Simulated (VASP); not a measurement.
# LiCl (P6_3/mmc) in VASP: notebook, part 2 of 2

VASP 6.6.1.

### 3 Single point, PBE (volume changed by +3%)

INCAR reads:

```
ALGO = Normal ; EDIFF = 1E-7
ENCUT = 520 ; GGA = PE
ISIF = 2 ; ISMEAR = 0
LASPH = True ; LCHARG = True
LELF = True ; LREAL = False
LVHAR = True ; LWAVE = False
NBANDS = 18 ; NELM = 80
PREC = Accurate ; SIGMA = 0.01
```

KPOINTS reads:

```
k-points
0
Gamma
  6 6 4
```

POSCAR reads:

```
LiCl
1.0
    3.6361495550      0.0000000000      0.0000000000
   -1.8180747775      3.1489978866      0.0000000000
    0.0000000000      0.0000000000      6.1308219704
Li Cl
2 2
Direct
    0.0000000000      0.0000000000      0.0000000000
    0.0000000000      0.0000000000      0.5000000000
    0.3333333333      0.6666666667      0.2500000000
    0.6666666667      0.3333333333      0.7500000000
```

Potentials or basis: VASP PAW PBE potentials, release 64 (Li_sv, Cl).

Started as:

```console
$ cat potpaw_PBE.64/Li_sv/POTCAR potpaw_PBE.64/Cl/POTCAR > POTCAR
$ mpirun -np 1 vasp_std > vasp.out
```

OUTCAR:

```text
EDIFF = 1E-7
   ENCUT = 520
   GGA = PE
   ISIF = 2
   ISMEAR = 0
   LASPH = True
   LREAL = False
   NELM = 80
   PREC = Accurate

 ion  position               nearest neighbor table
   1  0.000  0.000  0.000-   3 2.60   4 2.60   4 2.60   3 2.60   4 2.60   3 2.60
   2  0.000  0.000  0.500-   3 2.60   4 2.60   4 2.60   3 2.60   4 2.60   3 2.60
   3  0.333  0.667  0.250-   1 2.60   2 2.60   1 2.60   2 2.60   1 2.60   2 2.60
   4  0.667  0.333  0.750-   1 2.60   2 2.60   1 2.60   2 2.60   1 2.60   2 2.60

  LATTYP: Found a hexagonal cell.
 ALAT       =     3.6361495550
 C/A-ratio  =     1.6860753051

  Lattice vectors:

 A1 = (   3.6361495550,   0.0000000000,   0.0000000000)
 A2 = (  -1.8180747775,   3.1489978866,   0.0000000000)
 A3 = (   0.0000000000,   0.0000000000,   6.1308219704)

Analysis of symmetry for initial positions (statically):
=====================================================================
 Subroutine PRICEL returns:
 Original cell was already a primitive cell.

[... 171 lines left out ...]

 E-fermi :   0.4907     XC(G=0):  -8.5576

 val. band max:        0.3298933183   @ k =   0.0000   0.0000   0.0000
 cond. band min:       6.4044266875   @ k =   0.0000   0.0000   0.0000
 fundamental gap:      6.0745333692
 Fermi energy:         0.4906690520

 k-point     1 :       0.0000    0.0000    0.0000
  band No.  band energies     occupation
      1     -43.3385      2.00000
      2     -43.3324      2.00000
      3     -12.9823      2.00000
      4     -12.5172      2.00000
      5      -2.3957      2.00000
      6       0.1384      2.00000
[... 418 lines left out ...]
      5      -1.9703      2.00000
      6      -1.9703      2.00000
[... 10 lines left out ...]
     17      11.6356      0.00000
     18      11.6356      0.00000

------------------------ aborting loop because EDIFF is reached ----------------------------------------

  FORCE on cell =-STRESS in cart. coord.  units (eV):
  Direction    XX          YY          ZZ          XY          YZ          ZX
  --------------------------------------------------------------------------------------
  -------------------------------------------------------------------------------------
  Total       -0.4305463     -0.4305463     -0.4131901      0.0000000     -0.0000000      0.0000000
  in kB       -9.8264714     -9.8264714     -9.4303477      0.0000000     -0.0000000      0.0000000
  external PRESSURE =      -9.6944302 kB  Pullay stress =       0.0000000 kB

 VOLUME and BASIS-vectors are now :
 -----------------------------------------------------------------------------
  energy-cutoff  :      520.00
  volume of cell :       70.20
      direct lattice vectors                 reciprocal lattice vectors
     3.636149555  0.000000000  0.000000000     0.275016191  0.158780672  0.000000000
    -1.818074777  3.148997887  0.000000000     0.000000000  0.317561344  0.000000000
     0.000000000  0.000000000  6.130821970     0.000000000  0.000000000  0.163110266

 POSITION                                       TOTAL-FORCE (eV/Angst)
 -----------------------------------------------------------------------------------
      0.00000      0.00000      0.00000        -0.000000      0.000000      0.000000
      0.00000      0.00000      3.06541        -0.000000      0.000000      0.000000
     -0.00000      2.09933      1.53271        -0.000000      0.000000      0.000000
      1.81807      1.04967      4.59812         0.000000     -0.000000     -0.000000
 -----------------------------------------------------------------------------------
    total drift:                                0.000000     -0.000000     -0.000000

  FREE ENERGIE OF THE ION-ELECTRON SYSTEM (eV)
  ---------------------------------------------------
  free  energy   TOTEN  =       -14.7062806178 eV

  energy  without entropy=      -14.7062806178  energy(sigma->0) =      -14.70628062
```

Wall time 20 s (1 thread of Intel Xeon Platinum 8559C (Emerald Rapids), shared host); peak memory 0.18 GiB.

Results:

```yaml
Free_energy: -14.7063 eV
Band_gap_on_the_k_mesh: 6.07 eV, direct
```

Caveat: the cutoff is under 1.25 times the usual one of these potentials, so pressure, stress and relaxed cells hold a basis-set (Pulay) error.

### 4 Single point, PBE (volume changed by +6%)

INCAR reads:

```
PREC = Accurate
ENCUT = 520
EDIFF = 1E-6
ISMEAR = 0
SIGMA = 0.01
LREAL = F
LASPH = T
NELM = 60
ALGO = Normal
ISIF = 2
LWAVE = F
LCHARG = F
GGA = PE
NBANDS = 18
```

KPOINTS reads:

```
regular mesh
0
Gamma
  6 6 4
```

POSCAR reads:

```
LiCl
1.0
    3.6711146765      0.0000000000      0.0000000000
   -1.8355573382      3.1792785700      0.0000000000
    0.0000000000      0.0000000000      6.1897757982
Li Cl
2 2
Direct
    0.0000000000      0.0000000000      0.0000000000
    0.0000000000      0.0000000000      0.5000000000
    0.3333333333      0.6666666667      0.2500000000
    0.6666666667      0.3333333333      0.7500000000
```

Potentials or basis: VASP PAW PBE potentials, release 64 (Li_sv, Cl).

Started as:

```console
$ cat potpaw_PBE.64/Li_sv/POTCAR potpaw_PBE.64/Cl/POTCAR > POTCAR
$ mpirun -np 1 vasp_std > vasp.out
```

OUTCAR:

```text
PREC = Accurate
   ENCUT = 520
   EDIFF = 1E-6
   ISMEAR = 0
   LREAL = F
   LASPH = T
   NELM = 60
   ISIF = 2
   GGA = PE

 ion  position               nearest neighbor table
   1  0.000  0.000  0.000-   3 2.62   4 2.62   3 2.62   4 2.62   4 2.62   3 2.62
   2  0.000  0.000  0.500-   3 2.62   4 2.62   3 2.62   4 2.62   4 2.62   3 2.62
   3  0.333  0.667  0.250-   1 2.62   2 2.62   1 2.62   2 2.62   1 2.62   2 2.62
   4  0.667  0.333  0.750-   1 2.62   2 2.62   1 2.62   2 2.62   1 2.62   2 2.62

[... 638 lines left out ...]
  Direction    XX          YY          ZZ          XY          YZ          ZX
  --------------------------------------------------------------------------------------
  -------------------------------------------------------------------------------------
  Total       -0.7896592     -0.7896592     -0.7595764     -0.0000000      0.0000000      0.0000000
  in kB      -17.5125271    -17.5125271    -16.8453720     -0.0000000      0.0000000      0.0000000
  external PRESSURE =     -17.2901421 kB  Pullay stress =       0.0000000 kB

 VOLUME and BASIS-vectors are now :
 -----------------------------------------------------------------------------
  energy-cutoff  :      520.00
  volume of cell :       72.24
      direct lattice vectors                 reciprocal lattice vectors
     3.671114676  0.000000000  0.000000000     0.272396830  0.157268383  0.000000000
    -1.835557338  3.179278570  0.000000000     0.000000000  0.314536766  0.000000000
     0.000000000  0.000000000  6.189775798     0.000000000  0.000000000  0.161556740

 POSITION                                       TOTAL-FORCE (eV/Angst)
 -----------------------------------------------------------------------------------
      0.00000      0.00000      0.00000        -0.000000      0.000000      0.000000
      0.00000      0.00000      3.09489        -0.000000      0.000000      0.000000
     -0.00000      2.11952      1.54744        -0.000000      0.000000      0.000000
      1.83556      1.05976      4.64233         0.000000      0.000000     -0.000000
 -----------------------------------------------------------------------------------
    total drift:                                0.000000     -0.000000     -0.000000

  FREE ENERGIE OF THE ION-ELECTRON SYSTEM (eV)
  ---------------------------------------------------
  free  energy   TOTEN  =       -14.6901160651 eV

  energy  without entropy=      -14.6901160651  energy(sigma->0) =      -14.69011607
```

OSZICAR:

```text
N       E                     dE             d eps       ncg     rms          rms(c)
DAV:   1     0.118660167360E+03    0.11866E+03   -0.82203E+03   756   0.107E+03
DAV:   2    -0.379327641581E+01   -0.12245E+03   -0.11705E+03   964   0.221E+02
DAV:   3    -0.146028635906E+02   -0.10810E+02   -0.10763E+02  1324   0.598E+01
DAV:   4    -0.148202185207E+02   -0.21735E+00   -0.21694E+00  1036   0.908E+00
DAV:   5    -0.148311023066E+02   -0.10884E-01   -0.10883E-01  1146   0.168E+00    0.329E+00
DAV:   6    -0.146772981328E+02    0.15380E+00   -0.25753E-01   936   0.253E+00    0.235E+00
DAV:   7    -0.146808262543E+02   -0.35281E-02   -0.95008E-02  1092   0.161E+00    0.125E+00
DAV:   8    -0.146899090265E+02   -0.90828E-02   -0.17918E-02   884   0.846E-01    0.205E-01
DAV:   9    -0.146898725275E+02    0.36499E-04   -0.80044E-04  1050   0.203E-01    0.665E-02
DAV:  10    -0.146901039173E+02   -0.23139E-03   -0.25563E-04   850   0.111E-01    0.118E-02
DAV:  11    -0.146901148049E+02   -0.10888E-04   -0.12840E-05  1048   0.258E-02    0.181E-02
DAV:  12    -0.146901164246E+02   -0.16197E-05   -0.65854E-06   874   0.140E-02    0.102E-02
DAV:  13    -0.146901160651E+02    0.35946E-06   -0.36050E-07   588   0.378E-03
   1 F= -.14690116E+02 E0= -.14690116E+02  d E =-.375592E-12
```

stdout:

```text
POSCAR found type information on POSCAR LiCl
 POSCAR found :  2 types and       4 ions
 scaLAPACK will be used
 LDA part: xc-table for (Slater+PW92), standard interpolation
 POSCAR, INCAR and KPOINTS ok, starting setup
 FFT: planning ... GRIDC
 FFT: planning ... GRID_SOFT
 FFT: planning ... GRID
 WAVECAR not read
 entering main loop
```

Run time: 13 s. Hardware: 1 thread of Intel Xeon Platinum 8559C (Emerald Rapids), shared host; peak memory 0.17 GiB.

Results:

| Item | Value |
| --- | --- |
| Free energy | -14.6901 eV |
| Band gap on the k mesh | 5.92 eV, direct |

Caveat: the cutoff is under 1.25 times the usual one of these potentials, so pressure, stress and relaxed cells hold a basis-set (Pulay) error.

### 5 Summary

| cell | gap on the mesh (eV) |
| --- | --- |
| a = 3.600, b = 3.600, c = 6.071 Å, angles 90.0, 90.0, 120.0°, 4 atoms | 6.24 |
| a = 3.636, b = 3.636, c = 6.131 Å, angles 90.0, 90.0, 120.0°, 4 atoms | 6.07 |
| a = 3.671, b = 3.671, c = 6.190 Å, angles 90.0, 90.0, 120.0°, 4 atoms | 5.92 |

Alike in all rows: task single point; level PBE; potentials or basis VASP PAW PBE potentials, release 64 (Li_sv, Cl); no spin polarisation; k mesh 6 × 6 × 4; cutoff (eV) 520; smearing gaussian 0.01 eV.

Caveats: the cutoff is under 1.25 times the usual one of these potentials, so pressure, stress and relaxed cells hold a basis-set (Pulay) error.

Total energies depend on the potentials used, so only differences within one code and one set of settings carry meaning.
